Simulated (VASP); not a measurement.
# WC (P1) in VASP: notebook, part 2 of 2

VASP 6.6.1.

**3. Single point, LDA**

File INCAR:

```
ALGO = Normal ; EDIFF = 1E-6
ENCUT = 520 ; GGA = CA
ISIF = 2 ; ISMEAR = -1
LASPH = True ; LCHARG = True
LELF = True ; LREAL = Auto
LVHAR = True ; LWAVE = False
NBANDS = 86 ; NELM = 60
PREC = Accurate ; SIGMA = 0.36
```

File KPOINTS:

```
k-points
0
Gamma
  2 2 2
```

File POSCAR:

```
WC
1.0
   -2.9891740000     -5.1774000000      0.0000000000
    4.4837600000     -2.5887000000      0.0000000000
    0.0000000000      0.0000000000      5.8493330000
W C
8 8
Direct
    0.7901681378      0.4943730380     -0.0316788256
    0.7355744275      0.5193096762      0.4869615048
    0.5067647582     -0.0048378951      0.0676145468
    0.5253435229     -0.0100488876      0.5483531199
    0.2788165097      0.4673602204      0.0090779581
    0.2484344970      0.5005428344      0.4872008484
    0.0110003161     -0.0021451062      0.0559892897
    0.0250755731      0.0118104562      0.5312400576
    0.4373354429      0.6455902491      0.2725097032
    0.5140639807      0.6870186373      0.7876795525
    0.2912680240      0.1335376569      0.2934009741
    0.3212618731      0.1014790351      0.8067928429
    0.0279420748      0.6404499178      0.2822373081
    0.0154757388      0.5638258238      0.7141839933
    0.7672281864      0.1665518553      0.3314394992
    0.7699842565      0.1389050529      0.8550718518
```

Potentials or basis: VASP PAW LDA potentials, release 64 (W_sv, C).

Launch:

```console
> cat potpaw_LDA.64/W_sv/POTCAR potpaw_LDA.64/C/POTCAR > POTCAR
> mpirun -np 1 vasp_std > vasp.out
```

OUTCAR:

```text
EDIFF = 1E-6
   ENCUT = 520
   GGA = CA
   ISIF = 2
   ISMEAR = -1
   LASPH = True
   LREAL = Auto
   NELM = 60
   PREC = Accurate

 ion  position               nearest neighbor table
   1  0.790  0.494  0.968-  16 1.96  14 2.04  10 2.20  13 2.44  15 2.72   2 2.84   5 2.93   7 2.94
                             7 2.97   2 3.05   5 3.07   3 3.14   3 3.15
   2  0.736  0.519  0.487-  15 2.05  14 2.15  13 2.21   9 2.28  10 2.37   4 2.77   1 2.84   6 2.91
                             4 3.04   1 3.05   6 3.07   8 3.09   8 3.16
   3  0.507  0.995  0.068-  12 1.96  11 1.98  16 2.14   9 2.21  10 2.29  15 2.37   4 2.81   5 2.82
                             7 2.96   7 3.02   4 3.04   5 3.07   1 3.14   1 3.15
   4  0.525  0.990  0.548-  12 2.03  10 2.10  15 2.13  11 2.18  16 2.44   9 2.46   2 2.77   3 2.81
                             8 2.99   8 2.99   2 3.04   3 3.04   6 3.05   6 3.14
   5  0.279  0.467  0.009-   9 2.03  10 2.22  12 2.25  13 2.37  14 2.39  11 2.40   6 2.81   3 2.82
                             7 2.92   1 2.93   6 3.06   1 3.07   3 3.07   7 3.19
   6  0.248  0.501  0.487-   9 1.85  13 1.92  14 1.95  11 2.23  10 2.56   5 2.81   8 2.87   2 2.91
                             8 2.98   4 3.05   5 3.06   2 3.07   4 3.14
   7  0.011  0.998  0.056-  16 2.00  13 2.28  11 2.29  15 2.34  12 2.42   8 2.78   5 2.92   1 2.94
                             3 2.96   1 2.97   3 3.02   8 3.07   5 3.19
   8  0.025  0.012  0.531-  15 2.09  11 2.21  13 2.41  12 2.44  16 2.52  14 2.55   7 2.78   6 2.87
                             6 2.98   4 2.99   4 2.99   7 3.07   2 3.09   2 3.16
   9  0.437  0.646  0.273-   6 1.85   5 2.03   3 2.21   2 2.28   4 2.46
  10  0.514  0.687  0.788-   4 2.10   1 2.20   5 2.22   3 2.29   2 2.37   6 2.56
  11  0.291  0.134  0.293-   3 1.98   4 2.18   8 2.21   6 2.23   7 2.29   5 2.40
  12  0.321  0.101  0.807-   3 1.96   4 2.03   5 2.25   7 2.42   8 2.44
  13  0.028  0.640  0.282-   6 1.92   2 2.21   7 2.28   5 2.37   8 2.41   1 2.44
  14  0.015  0.564  0.714-   6 1.95   1 2.04   2 2.15   5 2.39   8 2.55
  15  0.767  0.167  0.331-   2 2.05   8 2.09   4 2.13   7 2.34   3 2.37   1 2.72
  16  0.770  0.139  0.855-   1 1.96   7 2.00   3 2.14   4 2.44   8 2.52

  LATTYP: Found a simple orthorhombic cell.
 ALAT       =     5.1774000645
 B/A-ratio  =     1.1297819228
 C/A-ratio  =     1.1547005932

  Lattice vectors:

 A1 = (   4.4837600000,  -2.5887000000,   0.0000000000)
 A2 = (   0.0000000000,   0.0000000000,   5.8493330000)
 A3 = (  -2.9891740000,  -5.1774000000,   0.0000000000)

Analysis of symmetry for initial positions (statically):
[... 170 lines left out ...]
 maximum number of plane-waves:      4912
 NGX is ok and might be reduce to    48
   NGX = 23   NGY = 19   NGZ = 21

 number of electron     144.0000003 magnetization

 Free energy of the ion-electron system (eV)
  ---------------------------------------------------
  ext. energy  EPLUGINS =         0.00000000
  ---------------------------------------------------
  free energy    TOTEN  =      -186.76984109 eV

  energy without entropy =     -183.96426135  energy(sigma->0) =     -185.36705122

 E-fermi :  10.2085     XC(G=0): -13.4365

 val. band max:       10.1938868546   @ k =   0.0000   0.5000   0.0000
 cond. band min:      10.2834142188   @ k =   0.0000   0.0000   0.0000
 fundamental gap:      0.0895273642
 Fermi energy:        10.2085478513

 k-point     1 :       0.0000    0.0000    0.0000
  band No.  band energies     occupation
      1     -63.8433      2.00000
      2     -63.7392      2.00000
      3     -63.6845      2.00000
      4     -63.6432      2.00000
      5     -63.6069      2.00000
      6     -63.6005      2.00000
[... 685 lines left out ...]
     83      13.2672      0.00041
     84      13.4494      0.00025
 [bands above 84 left out]

------------------------ aborting loop because EDIFF is reached ----------------------------------------

  FORCE on cell =-STRESS in cart. coord.  units (eV):
  Direction    XX          YY          ZZ          XY          YZ          ZX
  --------------------------------------------------------------------------------------
  -------------------------------------------------------------------------------------
  Total       -4.8767161    -13.0636764     -8.6288196      0.2327500      6.1093262     -1.6698399
  in kB      -43.1557701   -115.6050519    -76.3594495      2.0596865     54.0635686    -14.7769990
  external PRESSURE =     -78.3734238 kB  Pullay stress =       0.0000000 kB

 VOLUME and BASIS-vectors are now :
 -----------------------------------------------------------------------------
  energy-cutoff  :      520.00
  volume of cell :      181.05
      direct lattice vectors                 reciprocal lattice vectors
    -2.989174000 -5.177400000  0.000000000    -0.083635159 -0.144860347  0.000000000
     4.483760000 -2.588700000  0.000000000     0.167270317 -0.096573586  0.000000000
     0.000000000  0.000000000  5.849333000     0.000000000  0.000000000  0.170959663

 POSITION                                       TOTAL-FORCE (eV/Angst)
 -----------------------------------------------------------------------------------
     -0.14530     -5.37080      5.66403         1.712195      0.096210      3.062413
      0.12970     -5.15270      2.84840        -1.283484     -1.390187      0.917213
      2.94726     -5.19990      0.39550        -4.379986     -1.294099     -2.074168
      2.86836     -5.28260      3.20750         0.577918     -0.121316     -0.406144
      1.26210     -2.65340      0.05310         1.147191      0.867179     -0.970732
      1.50170     -2.58200      2.84980        -4.314614      1.106516      5.080331
[... 8 lines left out ...]
     -1.54660     -4.40340      1.93870        -0.537902      0.147871     -2.099917
     -1.67880     -4.34610      5.00160        -0.898650      0.850368     -3.400023
 -----------------------------------------------------------------------------------
    total drift:                               -0.005011      0.018273      0.010276

  FREE ENERGIE OF THE ION-ELECTRON SYSTEM (eV)
  ---------------------------------------------------
  free  energy   TOTEN  =      -186.7698410939 eV

  energy  without entropy=     -183.9642613544  energy(sigma->0) =     -185.36705122
```

stdout:

```text
POSCAR found type information on POSCAR W C
 POSCAR found :  2 types and      16 ions
 scaLAPACK will be used
 LDA part: xc-table for (Slater(with rela. corr.)+CA(PZ))
 , standard interpolation
 POSCAR, INCAR and KPOINTS ok, starting setup
 FFT: planning ... GRIDC
 FFT: planning ... GRID_SOFT
 FFT: planning ... GRID
 WAVECAR not read
 entering main loop
```

Wall time 2.1 min (1 thread of AMD EPYC 9R45 (Zen 5), shared host); peak memory 0.26 GiB.

Results:

```yaml
Free_energy: -186.7698 eV
Pressure: -7.8 GPa
Largest_force: 7.411 eV/Å
Band_gap_on_the_k_mesh: zero (bands 72 and 73 overlap by 0.56 eV)
```

Forces in eV/Å, atoms in the order of the input:
```
W    1.712  0.096  3.062
W   -1.283 -1.390  0.917
W   -4.380 -1.294 -2.074
W    0.578 -0.121 -0.406
W    1.147  0.867 -0.971
W   -4.315  1.107  5.080
W   -1.458 -1.202 -0.102
W   -1.815  1.232  1.438
C    0.102 -7.176 -1.846
C   -2.671  0.757 -0.098
C    3.121  1.813  1.039
C    4.611  2.783 -0.507
C    3.435  1.778 -3.044
C    2.653 -0.248  3.010
C   -0.538  0.148 -2.100
C   -0.899  0.850 -3.400
```

Caveat: the k points lie up to 0.61 Å⁻¹ apart, too coarse for converged energies and pressures of a metal; so wide a smearing shifts energies and pressures; spin-orbit coupling is left out, which moves the levels of the heavy elements; forces of over 1 eV/Å act on the atoms, so gaps and moduli don't describe the material at rest.

**4. Single point, LDA**

File INCAR:

```
PREC = Accurate
ENCUT = 520
EDIFF = 1E-6
ISMEAR = -1
SIGMA = 0.36
LREAL = Auto
LASPH = T
NELM = 80
ALGO = Normal
ISIF = 2
LWAVE = F
LCHARG = F
GGA = CA
NBANDS = 86
```

File KPOINTS:

```
regular mesh
0
Gamma
  2 2 2
```

File POSCAR:

```
WC
1.0
   -2.9891740000     -5.1774000000      0.0000000000
    4.4837600000     -2.5887000000      0.0000000000
    0.0000000000      0.0000000000      5.8493330000
W C
8 8
Direct
    0.7522871255      0.4632088060      0.0033337134
    0.7517769367      0.5024336880      0.5401470561
    0.5615182055      0.0331809955      0.0781456621
    0.5152283863      0.0132717399      0.5817415422
    0.3019719678      0.5025573971      0.0558525220
    0.3042067418      0.5019507920      0.5095110844
    0.0168833297     -0.0002749455      0.0407738797
    0.0145819464      0.0154530963      0.5197344723
    0.5129100827      0.6984043489      0.3114714105
    0.5447966175      0.6554525408      0.8054935494
    0.2378889916      0.2071903020      0.2625256589
    0.2714934633      0.2067330101      0.7293823074
   -0.0170517386      0.6874429912      0.2778607407
   -0.0107218241      0.6934025465      0.7359471584
    0.7870670062      0.2112022568      0.2974185262
    0.7392469192      0.2115050026      0.8175803976
```

Launch:

```console
> cat potpaw_LDA.64/W_sv/POTCAR potpaw_LDA.64/C/POTCAR > POTCAR
> mpirun -np 1 vasp_std > vasp.out
```

Run time: 2 min. Hardware: 1 thread of AMD EPYC 9R45 (Zen 5), shared host; peak memory 0.26 GiB.

Results (log left out):

```
Free energy            : -186.0709 eV
Pressure               : -4.2 GPa
Largest force          : 17.205 eV/Å
Band gap on the k mesh : zero (bands 72 and 73 overlap by 0.26 eV)
```

Forces in eV/Å, atoms in the order of the input:
```
W     8.666 -10.815  10.194
W     0.356  -3.229  -2.054
W    -1.297   6.390  -0.719
W    -1.898  -0.706  -2.906
W     2.813   1.322  -3.475
W     4.321   4.181   3.191
W     0.002  -0.718  -1.165
W    -0.446  -0.925   0.996
C    -0.166  -1.498  -1.330
C     3.592   1.132  -1.515
C    -2.412   0.107   1.182
C    -0.656   2.057   3.778
C    -0.861  -1.576  -0.325
C    -1.086  -1.274   2.162
C    -1.786   1.919  -0.165
C    -9.142   3.634  -7.849
```

Stress tensor (GPa, compression positive):
```
-2.87 -3.44  1.06
-3.44 -5.16 -0.81
 1.06 -0.81 -4.44
```

Levels at points of the mesh, in eV from the Fermi level:
```
           k point  band 70  band 71  band 72  band 73  band 74  band 75
(0.00, 0.00, 0.00)    -0.50    -0.43    -0.14     0.12     0.29     0.52
(0.50, 0.00, 0.00)    -0.60    -0.35    -0.12     0.04     0.47     0.52
(0.00, 0.50, 0.00)    -0.40    -0.21     0.20     0.52     0.82     1.23
(0.50, 0.50, 0.00)    -1.26    -1.08    -0.66     0.62     0.83     1.00
(0.00, 0.00, 0.50)    -0.88    -0.29    -0.09     0.35     0.55     0.73
(0.50, 0.00, 0.50)    -0.93    -0.59    -0.29    -0.06     0.18     0.73
(0.00, 0.50, 0.50)    -1.04    -0.77    -0.33     0.18     0.67     0.77
(0.50, 0.50, 0.50)    -1.04    -0.96    -0.45     0.11     0.37     0.54
```

Caveat: the k points lie up to 0.61 Å⁻¹ apart; so wide a smearing shifts energies and pressures; spin-orbit coupling is left out, which moves the levels of the heavy elements; forces of over 1 eV/Å act on the atoms, so gaps and moduli don't describe the material at rest.

**5. Overview**

| cell | gap on the mesh (eV) | pressure (GPa) | largest force (eV/Å) |
| --- | --- | --- | --- |
| as given, atomic positions A | 0.03 | -16.3 | 6.81 |
| as given, atomic positions B | none | -7.8 | 7.41 |
| as given, atomic positions C | none | -4.2 | 17.20 |

Alike in all rows: task single point; level LDA; potentials or basis VASP PAW LDA potentials, release 64 (W_sv, C); no spin polarisation; k mesh 2 × 2 × 2; cutoff (eV) 520; smearing fermi-dirac 0.36 eV.

Caveats: all runs use coarse meshes; so wide a smearing shifts energies and pressures; spin-orbit coupling is left out, which moves the levels of the heavy elements; forces of over 1 eV/Å act on the atoms, so gaps and moduli don't describe the material at rest; the smearing spreads over this small gap (at least some runs).

Absolute energies hang on the potentials; compare differences alone.

The gap in the log of VASP goes by the Fermi energy; the results here count the filled bands.